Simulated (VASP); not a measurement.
Here is a VASP 6.6.1 calculation.

The input INCAR:

```
PREC = Accurate ; ENCUT = 520
EDIFF = 1E-7 ; ISMEAR = 0
SIGMA = 0.15 ; LREAL = False
LASPH = True ; NELM = 100
ALGO = Normal ; ISIF = 2
LWAVE = False ; LCHARG = False
GGA = PE ; IVDW = 12
NBANDS = 16
```

Contents of KPOINTS:

```
Automatic mesh
0
Gamma
  18 12 10
```

The input POSCAR:

```
C
1.0
   -2.4646600698      0.0000000000      0.0000000000
    0.0000000000      0.0000000000     -3.5719696368
    0.0000000000     -4.2689164642      0.0000000000
C
4
Direct
    0.5000000000      0.0000000000      0.1919658265
    0.0000000000      0.0000000000      0.6694776845
    0.0000000000      0.0000000000      0.3080341735
    0.5000000000      0.0000000000      0.8305223155
```

Potentials or basis: VASP PAW PBE potentials, release 64 (C).

Run with:

```sh
$ cat potpaw_PBE.64/C/POTCAR > POTCAR
$ mpirun -np 1 vasp_std > vasp.out
```

(1) Estimate the largest force.

(2) Estimate the dispersion energy per atom.

Answers

(1) 9.118 eV/Å.

(2) -0.144 eV.

Caveat: the cell differs from its parent crystal (atoms displaced along a vibrational mode); forces of over 1 eV/Å act on the atoms, so gaps and moduli don't describe the material at rest.
